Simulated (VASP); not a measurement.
# Pt (Fm-3m) in VASP: single point with PBEsol

Aim: the single point of Pt with PBEsol.

All numbers are computed with VASP 6.6.1; they aren't measurements. Logs are shortened: lines on timing, memory, paths and dates and some standing lists are left out, and cuts for length are marked.

### Step 1. The cell of the first run

Symmetry: Fm-3m, No. 225, cubic system. The conventional cell has a = 3.918 Å, b = 3.918 Å, c = 3.918 Å, α = 90.00°, β = 90.00°, γ = 90.00°. Within 3.7 Å of Pt (site symmetry m-3m) lie 12 Pt at 2.77 Å.

### Step 2. Single point, PBEsol

File INCAR:

```
SYSTEM = Pt
ALGO = Normal ; EDIFF = 1E-6
ENCUT = 500 ; GGA = PS
GGA_COMPAT = .False. ; ISIF = 2
ISMEAR = 0 ; LASPH = .True.
LCHARG = .False. ; LREAL = .False.
LWAVE = .False. ; NBANDS = 11
NELM = 120 ; PREC = Accurate
SIGMA = 0.1
```

File KPOINTS:

```
k-points
0
Gamma
  18 18 18
  0 0 0
```

File POSCAR:

```
Pt
1.0
    0.0000000000      1.9589650843      1.9589650843
    1.9589650843      0.0000000000      1.9589650843
    1.9589650843      1.9589650843      0.0000000000
Pt
1
Direct
    0.0000000000      0.0000000000      0.0000000000
```

Potentials or basis: VASP PAW PBE potentials, release 64 (Pt).

Run with:

```
$ cat potpaw_PBE.64/Pt/POTCAR > POTCAR
$ mpirun -np 1 vasp_std > vasp.out
```

OUTCAR:

```text
SYSTEM = Pt
   EDIFF = 1E-6
   ENCUT = 500
   GGA = PS
   ISIF = 2
   ISMEAR = 0
   LASPH = .True.
   LREAL = .False.
   NELM = 120
   PREC = Accurate

 ion  position               nearest neighbor table
   1  0.000  0.000  0.000-

  LATTYP: Found a face centered cubic cell.
 ALAT       =     3.9179301686

  Lattice vectors:

 A1 = (   0.0000000000,   1.9589650843,   1.9589650843)
 A2 = (   1.9589650843,   0.0000000000,   1.9589650843)
 A3 = (   1.9589650843,   1.9589650843,   0.0000000000)

Analysis of symmetry for initial positions (statically):
=====================================================================
 Subroutine PRICEL returns:
 Original cell was already a primitive cell.

 Routine SETGRP: Setting up the symmetry group for a
 face centered cubic supercell.

 Subroutine GETGRP returns: Found 48 space group operations
 (whereof 48 operations were pure point group operations)
 out of a pool of 48 trial point group operations.

The static configuration has the point symmetry O_h .

Analysis of symmetry for dynamics (positions and initial velocities):
=====================================================================
 Subroutine PRICEL returns:
 Original cell was already a primitive cell.

 Routine SETGRP: Setting up the symmetry group for a
 face centered cubic supercell.

 Subroutine GETGRP returns: Found 48 space group operations
 (whereof 48 operations were pure point group operations)
 out of a pool of 48 trial point group operations.

The dynamic configuration has the point symmetry O_h .

 Subroutine INISYM returns: Found 48 space group operations
 (whereof 48 operations are pure point group operations),
 and found     1 'primitive' translations

----------------------------------------------------------------------------------------

                                     Primitive cell

  volume of cell :      15.0352

  direct lattice vectors                    reciprocal lattice vectors
     0.000000000  1.958965084  1.958965084    -0.255236811  0.255236811  0.255236811
     1.958965084  0.000000000  1.958965084     0.255236811 -0.255236811  0.255236811
     1.958965084  1.958965084  0.000000000     0.255236811  0.255236811 -0.255236811

  length of vectors
     2.770394990  2.770394990  2.770394990     0.442083124  0.442083124  0.442083124

  position of ions in fractional coordinates (direct lattice)
     0.000000000  0.000000000  0.000000000

  ion indices of the primitive-cell ions
   primitive index   ion index
                 1           1

----------------------------------------------------------------------------------------

 KPOINTS: k-points

Automatic generation of k-mesh.
 Grid dimensions read from file:
 generate k-points for:   18   18   18

 Generating k-lattice:

  Cartesian coordinates                     Fractional coordinates (reciprocal lattice)
    -0.014179823  0.014179823  0.014179823     0.055555556  0.000000000  0.000000000
     0.014179823 -0.014179823  0.014179823     0.000000000  0.055555556  0.000000000
     0.014179823  0.014179823 -0.014179823     0.000000000  0.000000000  0.055555556

  Length of vectors
     0.024560174  0.024560174  0.024560174

  Shift w.r.t. Gamma in fractional coordinates (k-lattice)
     0.000000000  0.000000000  0.000000000

 Subroutine IBZKPT returns following result:
 ===========================================

 Found    195 irreducible k-points:

 Following reciprocal coordinates:
            Coordinates               Weight
  0.000000  0.000000  0.000000      1.000000
  0.055556  0.000000  0.000000      8.000000
  0.111111  0.000000  0.000000      8.000000
  0.166667  0.000000  0.000000      8.000000
  0.222222  0.000000  0.000000      8.000000
  0.277778  0.000000  0.000000      8.000000
[... 16 lines left out ...]
 -0.277778  0.055556  0.000000     24.000000
 -0.222222  0.055556  0.000000     24.000000
 [... further k-points ...]
   k-points           NKPTS =    195   k-points in BZ     NKDIM =    195   number of bands    NBANDS=     11
   number of dos      NEDOS =    301   number of ions     NIONS =      1
   total plane-waves  NPLWV =   8000
   dimension x,y,z NGX =    20 NGY =   20 NGZ =   20
   dimension x,y,z NGXF=    40 NGYF=   40 NGZF=   40
   ions per type =               1
   NGX,Y,Z   is equivalent  to a cutoff of  12.00, 12.00, 12.00 a.u.
   NGXF,Y,Z  is equivalent  to a cutoff of  24.00, 24.00, 24.00 a.u.
 SYSTEM =  Pt
   PREC   = accura    normal or accurate (medium, high low for compatibility)
   ISTART =      0    job   : 0-new  1-cont  2-samecut
   ICHARG =      2    charge: 1-file 2-atom 10-const
   ISPIN  =      1    spin polarized calculation?
   LNONCOLLINEAR =      F non collinear calculations
   LSORBIT =      F    spin-orbit coupling
   LASPH  =      T    aspherical Exc in radial PAW
   ENCUT  =  500.0 eV  36.75 Ry    6.06 a.u.   5.05  5.05  5.05*2*pi/ulx,y,z
   NELM   =    120;   NELMIN=  2; NELMDL= -5     # of ELM steps
   EDIFF  = 0.1E-05   stopping-criterion for ELM
   LREAL  =      F    real-space projection
   EDIFFG = 0.1E-04   stopping-criterion for IOM
   NSW    =      0    number of steps for IOM
   IBRION =     -1    ionic relax: 0-MD 1-quasi-New 2-CG
   NFREE  =      0    steps in history (QN), initial steepest desc. (CG)
   ISIF   =      2    stress and relaxation
   ISYM   =      2    0-nonsym 1-usesym 2-fastsym
   POTIM  = 0.5000    time-step for ionic-motion
   TEBEG  =    0.0;   TEEND  =   0.0 temperature during run
   PSTRESS=    0.0 pullay stress
   NELECT =      10.0000    total number of electrons
   NUPDOWN=      -1.0000    fix difference up-down
   EMIN   =  10.00;   EMAX   =-10.00  energy-range for DOS
   EFERMI =   0.00;   METHOD = LEGACY
   ISMEAR =     0;   SIGMA  =   0.10  broadening in eV -4-tet -1-fermi 0-gaus
   EFERMI_NEDOS =   21; number of points for ismear=-14 and -15
   IALGO  =     38    algorithm
   IMIX   =      4    mixing-type and parameters
     AMIX     =   0.40;   BMIX     =  1.00
     AMIX_MAG =   1.60;   BMIX_MAG =  1.00
  volume/ion in A,a.u.               =      15.04       101.46
  Fermi-wavevector in a.u.,A,eV,Ry     =   1.429019  2.700455 27.784410  2.042097
  Thomas-Fermi vector in A             =   2.549018
   LORBIT       =      0    0 simple, 1 ext, 2 COOP (PROOUT), +10 PAW based schemes
   GGA     = PS    functional components
   LHFCALC =     F    Hartree Fock is set to
   AEXX    =    0.0000 exact exchange contribution
   IVDW    =     0    specifies the selected vdW correction
   LEPSILON=     F    determine dielectric tensor
   LRPA    =     F    only Hartree local field effects (RPA)
 non-spin polarized calculation
 Gauss-broadening in eV      SIGMA  =   0.10
  energy-cutoff  :      500.00
  volume of cell :       15.04
 maximum number of plane-waves:       392
   NGX = 11   NGY = 11   NGZ = 11

 number of electron      10.0000001 magnetization

 Free energy of the ion-electron system (eV)
  ---------------------------------------------------
  ext. energy  EPLUGINS =         0.00000000
  ---------------------------------------------------
  free energy    TOTEN  =        -6.96545809 eV

  energy without entropy =       -6.95481793  energy(sigma->0) =       -6.96013801

 E-fermi :  11.1567     XC(G=0): -13.6465

 val. band max:       11.1561701213   @ k =  -0.3333   0.3889   0.1111
 cond. band min:      11.1678232790   @ k =   0.3889   0.2222   0.0000
 fundamental gap:      0.0116531577
 Fermi energy:        11.1566734375

 k-point     1 :       0.0000    0.0000    0.0000
  band No.  band energies     occupation
      1       0.8245      2.00000
      2       7.3294      2.00000
      3       7.3294      2.00000
      4       7.3294      2.00000
      5       9.5185      2.00000
      6       9.5185      2.00000
      7      25.7711      0.00000
      8      30.7453      0.00000
      9      30.7453      0.00000
     10      30.7453      0.00000
     11      36.0554      0.00000

 k-point     2 :       0.0556    0.0000    0.0000
  band No.  band energies     occupation
      1       0.9495      2.00000
      2       7.2726      2.00000
      3       7.3797      2.00000
      4       7.3797      2.00000
      5       9.4899      2.00000
      6       9.4899      2.00000
      7      25.9674      0.00000
      8      30.0710      0.00000
      9      30.9381      0.00000
     10      30.9381      0.00000
     11      36.8019      0.00000

 k-point     3 :       0.1111    0.0000    0.0000
  band No.  band energies     occupation
      1       1.3131      2.00000
      2       7.1263      2.00000
      3       7.5113      2.00000
      4       7.5113      2.00000
      5       9.4283      2.00000
      6       9.4283      2.00000
      7      26.5024      0.00000
      8      28.6618      0.00000
      9      31.4983      0.00000
     10      31.4983      0.00000
     11      37.6429      0.00000

 k-point     4 :       0.1667    0.0000    0.0000
  band No.  band energies     occupation
      1       1.8760      2.00000
      2       6.9620      2.00000
      3       7.6599      2.00000
      4       7.6599      2.00000
      5       9.4107      2.00000
      6       9.4107      2.00000
      7      27.0353      0.00000
      8      27.2037      0.00000
      9      32.3688      0.00000
     10      32.3688      0.00000
     11      36.0882      0.00000

 k-point     5 :       0.2222    0.0000    0.0000
  band No.  band energies     occupation
      1       2.5508      2.00000
      2       6.9012      2.00000
      3       7.7254      2.00000
      4       7.7254      2.00000
      5       9.5473      2.00000
      6       9.5473      2.00000
      7      25.3407      0.00000
      8      27.5882      0.00000
      9      33.4020      0.00000
     10      33.4020      0.00000
     11      34.7955      0.00000

 k-point     6 :       0.2778    0.0000    0.0000
  band No.  band energies     occupation
      1       3.1747      2.00000
      2       7.1267      2.00000
      3       7.6641      2.00000
      4       7.6641      2.00000
      5       9.8783      2.00000
      6       9.8783      2.00000
      7      23.4741      0.00000
      8      27.2759      0.00000
      9      33.7646      0.00000
     10      33.7646      0.00000
     11      34.9096      0.00000

 k-point     7 :       0.3333    0.0000    0.0000
  band No.  band energies     occupation
      1       3.5685      2.00000
      2       7.5319      2.00000
      3       7.5319      2.00000
      4       7.8077      2.00000
      5      10.3223      2.00000
      6      10.3223      2.00000
      7      21.4503      0.00000
      8      26.5442      0.00000
      9      32.5286      0.00000
     10      32.5286      0.00000
     11      36.2143      0.00000

 k-point     8 :       0.3889    0.0000    0.0000
  band No.  band energies     occupation
      1       3.7203      2.00000
      2       7.3976      2.00000
      3       7.3976      2.00000
      4       8.8886      2.00000
      5      10.7600      2.00000
      6      10.7600      2.00000
      7      19.4236      0.00000
      8      25.8823      0.00000
      9      31.2604      0.00000
     10      31.2604      0.00000
     11      38.0995      0.00000
[... 141 lines left out ...]
 k-point    19 :       0.5000    0.0556    0.0000
  band No.  band energies     occupation
      1       3.8523      2.00000
      2       7.1871      2.00000
      3       7.3591      2.00000
      4       9.7886      2.00000
      5      11.2056      0.48922
      6      11.9732      0.00000
      7      17.0330      0.00000
      8      25.5203      0.00000
      9      29.9000      0.00000
     10      29.9528      0.00000
     11      39.3192      0.00000

 k-point    20 :      -0.4444    0.0556    0.0000
  band No.  band energies     occupation
      1       3.8537      2.00000
      2       7.2102      2.00000
      3       7.3586      2.00000
      4       9.7028      2.00000
      5      11.0486      1.87349
      6      11.9249      0.00000
      7      17.3073      0.00000
      8      25.5653      0.00000
      9      29.6976      0.00000
     10      30.3566      0.00000
     11      38.9814      0.00000

 k-point    21 :      -0.3889    0.0556    0.0000
  band No.  band energies     occupation
      1       3.8428      2.00000
      2       7.3000      2.00000
      3       7.4249      2.00000
      4       8.9337      2.00000
      5      10.6881      2.00000
      6      11.4607      0.00002
      7      18.8146      0.00000
      8      25.8787      0.00000
      9      30.0296      0.00000
     10      31.3166      0.00000
     11      37.6596      0.00000

 k-point    22 :      -0.3333    0.0556    0.0000
  band No.  band energies     occupation
      1       3.7492      2.00000
      2       7.4317      2.00000
      3       7.5466      2.00000
      4       7.9369      2.00000
      5      10.2063      2.00000
      6      10.9532      1.99599
      7      20.8036      0.00000
      8      26.4458      0.00000
      9      30.7821      0.00000
     10      32.7580      0.00000
     11      35.9525      0.00000

 k-point    23 :      -0.2778    0.0556    0.0000
  band No.  band energies     occupation
      1       3.4460      2.00000
      2       7.1439      2.00000
      3       7.6157      2.00000
      4       7.6926      2.00000
      5       9.7082      2.00000
      6      10.4467      2.00000
      7      22.8748      0.00000
      8      27.1714      0.00000
      9      31.7100      0.00000
     10      34.3399      0.00000
     11      34.5759      0.00000

 k-point    24 :      -0.2222    0.0556    0.0000
  band No.  band energies     occupation
      1       2.8801      2.00000
      2       6.8254      2.00000
      3       7.7262      2.00000
      4       7.7952      2.00000
      5       9.3169      2.00000
      6      10.0041      2.00000
      7      24.8135      0.00000
      8      27.6916      0.00000
      9      32.2142      0.00000
     10      33.6245      0.00000
     11      34.8826      0.00000

 [... further k-points ...]
[... 5 lines left out ...]
  --------------------------------------------------------------------------------------
  -------------------------------------------------------------------------------------
  Total       -0.0362138     -0.0362138     -0.0362138     -0.0000000      0.0000000      0.0000000
  in kB       -3.8589948     -3.8589948     -3.8589948     -0.0000000      0.0000000      0.0000000
  external PRESSURE =      -3.8589948 kB  Pullay stress =       0.0000000 kB

 VOLUME and BASIS-vectors are now :
 -----------------------------------------------------------------------------
  energy-cutoff  :      500.00
  volume of cell :       15.04
      direct lattice vectors                 reciprocal lattice vectors
     0.000000000  1.958965084  1.958965084    -0.255236811  0.255236811  0.255236811
     1.958965084  0.000000000  1.958965084     0.255236811 -0.255236811  0.255236811
     1.958965084  1.958965084  0.000000000     0.255236811  0.255236811 -0.255236811

 POSITION                                       TOTAL-FORCE (eV/Angst)
 -----------------------------------------------------------------------------------
      0.00000      0.00000      0.00000         0.000000     -0.000000     -0.000000
 -----------------------------------------------------------------------------------
    total drift:                                0.000000      0.000000      0.000000

  FREE ENERGIE OF THE ION-ELECTRON SYSTEM (eV)
  ---------------------------------------------------
  free  energy   TOTEN  =        -6.9654580881 eV

  energy  without entropy=       -6.9548179271  energy(sigma->0) =       -6.96013801
```

Run time: 31 s. Hardware: 1 thread of Intel Xeon 8259CL, shared host; peak memory 0.15 GiB.

Results:

```
Free energy            : -6.9655 eV
Pressure               : -0.4 GPa
Band gap on the k mesh : zero (band 5 reaches 11.65 eV, above the bottom of band 6 at 9.41 eV)
```

Levels at points of the mesh, in eV from the Fermi level:
```
           k point  band 1  band 2  band 3  band 4  band 5  band 6  band 7  band 8  band 9  band 10
(0.00, 0.00, 0.00)  -10.33   -3.83   -3.83   -3.83   -1.64   -1.64   14.61   19.59   19.59    19.59
(0.50, 0.00, 0.00)   -7.40   -3.89   -3.89   -0.56    0.04    0.04    5.82   14.17   18.96    18.96
(0.50, 0.50, 0.00)   -7.14   -6.68    0.02    0.49    0.49    1.70    8.86   11.34   11.34    20.13
```

Caveat: the PAW data sets were made with another functional, which shifts forces and pressure a little; spin-orbit coupling is left out, which moves the levels of the heavy elements.
